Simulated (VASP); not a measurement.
Set up this calculation in VASP 6.6.1, as the native input.

```
Task                   : single point
Functional             : PBE
Potentials or basis    : VASP PAW PBE potentials, release 64 (Y_sv)
Cutoff                 : 500 eV
k mesh                 : 21 × 21 × 12
Occupations            : gaussian, width 0.1 eV
Spin                   : no spin polarisation
Dipole correction      : no
Further INCAR settings : ALGO = Normal; EDIFF = 1e-06; NBANDS = 18
```

The structure of Y lies in POSCAR:

```
Y
1.0
    3.6474000000      0.0000000000      0.0000000000
   -1.8237000000      3.1587410578      0.0000000000
    0.0000000000      0.0000000000      5.7306000000
Y
2
Direct
    0.3333333333      0.6666666667      0.2500000000
    0.6666666667      0.3333333333      0.7500000000
```

The input as run:

INCAR

```
SYSTEM = Y
  ALGO = Normal
  EDIFF = 1E-6
  ENCUT = 500
  GGA = PE
  GGA_COMPAT = .False.
  ISIF = 2
  ISMEAR = 0
  LASPH = .True.
  LCHARG = .False.
  LREAL = .False.
  LWAVE = .False.
  NBANDS = 18
  NELM = 120
  PREC = Accurate
  SIGMA = 0.1
```

KPOINTS

```
k-points
0
Gamma
  21 21 12
  0 0 0
```

Potentials or basis: VASP PAW PBE potentials, release 64 (Y_sv).

Launch:

```sh
$ cat potpaw_PBE.64/Y_sv/POTCAR > POTCAR
$ mpirun -np 1 vasp_std > vasp.out
```

Results of the run:

```json
{
 "Pressure": "-0.3 GPa",
 "Band gap on the k mesh": "zero (bands 11 and 12 overlap by 1.41 eV)"
}
```

Run time: 5.3 min on 1 thread of Intel(R) Xeon(R) 6975P-C (Granite Rapids), on a shared host, peak memory 0.45 GiB.
